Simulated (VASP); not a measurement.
The system is Li.

```
Li
1.0
     3.10907    0.08973    0.01608
    -1.47683    2.61296   -0.09130
     0.02633   -0.15740    5.17539
Li
2
Direct
  0.66667 0.33333 0.75000
  0.33333 0.66667 0.25000
```

This cell differs from its parent crystal: the cell strained at random.

| Property | Result |
| --- | --- |
| Program | VASP 6.6.1 |
| Task | relaxation of cell and atoms |
| Functional | PBE0 |
| Potentials or basis | VASP PAW PBE potentials, release 64 (Li_sv) |
| Cutoff | 600 eV |
| k mesh | 5 × 5 × 3 |
| Occupations | methfessel-paxton, width 0.1 eV |
| Spin | no spin polarisation |

At the start: pressure -0.8 GPa; volume 21.34 Å³/atom.

Problem. How do energy, volume and symmetry change on relaxing?

Solution. Over 6 steps the energy falls by 8.5 meV/atom and the volume is 20.02 Å³/atom (-6.2 %); space group P-1 (No. 2, to 0.1 Å) before, C2/m (No. 12, to 0.1 Å).

The path:
```csv
step,energy change (eV),largest force (eV/Å),pressure (GPa),volume (Å³)
1,0.0000,0.0331,-0.75,42.69
2,-0.0075,0.0252,-0.60,42.07
3,-0.0166,0.0069,-0.14,40.51
4,-0.0167,0.0072,-0.08,40.33
5,-0.0169,0.0059,-0.05,40.22
6,-0.0170,0.0041,0.01,40.04
```

Final structure:
```yaml
crystal:
  lattice:
    - [3.00875, 0.01242, -0.01835]
    - [-1.49394, 2.63317, -0.07824]
    - [-0.02698, -0.16788, 5.04837]
  atoms:
    - { symbol: Li, position: [0.66875, 0.33349, 0.74989] }
    - { symbol: Li, position: [0.33125, 0.66651, 0.25011] }
```

Caveat: the k points lie up to 0.48 Å⁻¹ apart in the final cell, too coarse for converged energies and pressures of a metal; the cell differs from its parent crystal (the cell strained at random); the cutoff is under 1.25 times the usual one of these potentials, so pressure, stress and relaxed cells hold a basis-set (Pulay) error; the PAW data sets were made with another functional, which shifts forces and pressure a little.
